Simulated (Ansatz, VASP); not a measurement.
# One calculation of Ge, two programs

```
Ge
1.0
     1.48805   -2.59469    0.00000
     1.48805    2.59469    0.00000
     0.00000    0.00000    4.72760
Ge
2
Direct
  0.67173 0.29961 0.21120
  0.32640 0.69670 0.74087
```

Alike in both runs: task single point; functional LDA; k mesh 8 × 8 × 4; occupations fermi-dirac, width 0.1 eV; no spin polarisation.

|  | VASP | Ansatz |
| --- | --- | --- |
| version | VASP 6.6.1 | Ansatz 0.2.0 |
| potentials or method | VASP PAW LDA potentials, release 64 (Ge_d), cutoff 520 eV | plane waves, PAW |
| valence electrons in the cell | 28 | 28 |

```csv
,VASP,Ansatz,Ansatz less VASP
pressure (GPa),-0.3,-0.3,-0.02
"traceless stress, the component that is largest in VASP (GPa)",4.79,4.75,-0.041
rms of the force components (eV/Å),0.284,0.276,-0.0074
```

LDA's correlation is that of Perdew and Zunger in VASP and of Perdew and Wang (1992) in Ansatz. Atom by atom the forces differ by 0.007 eV/Å (rms over components). Ansatz's warnings: stress scf threshold loose.
